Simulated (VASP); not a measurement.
A run of VASP 6.6.1 is set up as follows.

Contents of INCAR:

```
PREC = Accurate
ENCUT = 520
EDIFF = 1E-7
ISMEAR = 0
SIGMA = 0.1
LREAL = F
LASPH = T
NELM = 60
ALGO = Normal
ISIF = 2
LWAVE = F
LCHARG = F
LDIPOL = T
IDIPOL = 3
DIPOL = 0.5 0.5 0.295
GGA = PE
IVDW = 12
NBANDS = 108
```

The input KPOINTS:

```
regular mesh
0
Gamma
  5 5 1
```

POSCAR

```
Rh6N
1.0
    5.3650160441      0.0000000000      0.0000000000
    0.0000000000      5.3650160441      0.0000000000
    0.0000000000      0.0000000000     22.4874012803
Rh N
12 2
Direct
    0.2500000000      0.2500000000      0.1778773790
    0.2500000000      0.7500000000      0.1778773790
    0.7500000000      0.2500000000      0.1778773790
    0.7500000000      0.7500000000      0.1778773790
    0.0000000000      0.0000000000      0.2598726471
    0.0000000000      0.5000000000      0.2598726471
    0.5000000000      0.0000000000      0.2598726471
    0.5000000000      0.5000000000      0.2598726471
    0.2500000000      0.2500000000      0.3418536977
    0.2500000000      0.7500000000      0.3418536977
    0.7500000000      0.2500000000      0.3418536977
    0.7500000000      0.7500000000      0.3418536977
    0.4166666667      0.4166666667      0.4797086665
    0.4166666667      0.4166666667      0.5286249457
```

Potentials or basis: VASP PAW PBE potentials, release 64 (Rh_pv, N).

The run is started by

```console
$ cat potpaw_PBE.64/Rh_pv/POTCAR potpaw_PBE.64/N/POTCAR > POTCAR
$ mpirun -np 1 vasp_std > vasp.out
```

Question: Predict the dispersion energy per atom.

Answer: -0.355 eV.

Question: What does it give for the band gap on the k mesh?

Answer: Zero (bands 95 and 96 overlap by 0.70 eV).

Question: Estimate the largest force.

Answer: 2.207 eV/Å.

Forces on the atoms (eV/Å):
```
Rh   0.000  0.000  0.024
Rh  -0.006  0.002  0.020
Rh   0.002 -0.006  0.020
Rh   0.008  0.008  0.024
Rh   0.011  0.011  0.001
Rh  -0.007 -0.001 -0.022
Rh  -0.001 -0.007 -0.022
Rh   0.007  0.007 -0.003
Rh  -0.025 -0.025  0.023
Rh  -0.004  0.031 -0.029
Rh   0.031 -0.004 -0.029
Rh   0.002  0.002 -0.003
N   -0.020 -0.020 -2.207
N    0.004  0.004  2.203
```

Caveat: the standard files for N, O and F lose accuracy on very short bonds.
